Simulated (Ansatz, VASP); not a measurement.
Cr in VASP and in Ansatz

```xyz
2
Lattice="2.4554 0.0000 0.0000 -1.2277 2.1265 0.0000 0.0000 0.0000 4.3983" Properties=species:S:1:pos:R:3 pbc="T T T"
Cr    0.0000    1.4176    1.0996
Cr    1.2277    0.7088    3.2988
```

Alike in both runs: functional PBEsol; k mesh 18 × 18 × 10; occupations gaussian, width 0.1 eV; no spin polarisation.

Ansatz relaxed the structure, and its values are those at the end. VASP's run is a single point on that final structure, the one shown.

|  | VASP | Ansatz |
| --- | --- | --- |
| version | VASP 6.6.1 | Ansatz 0.2.0 |
| potentials or method | VASP PAW PBE potentials, release 64 (Cr_pv), cutoff 520 eV | scalar-relativistic, plane waves, PAW |
| valence electrons in the cell | 24 | 28 |

|  | VASP | Ansatz | Ansatz less VASP |
| --- | --- | --- | --- |
| gap on the k mesh at the Fermi level (eV) | none | none | - |
| pressure (GPa) | -0.5 | 0.0 | +0.49 |

VASP's potentials were made for PBE, not for PBEsol. A gap of «none» marks a metal or a gap that the smearing closes. VASP's potentials hold 24 valence electrons a cell and Ansatz's 28, so a difference there can come from the potentials and not from the codes.
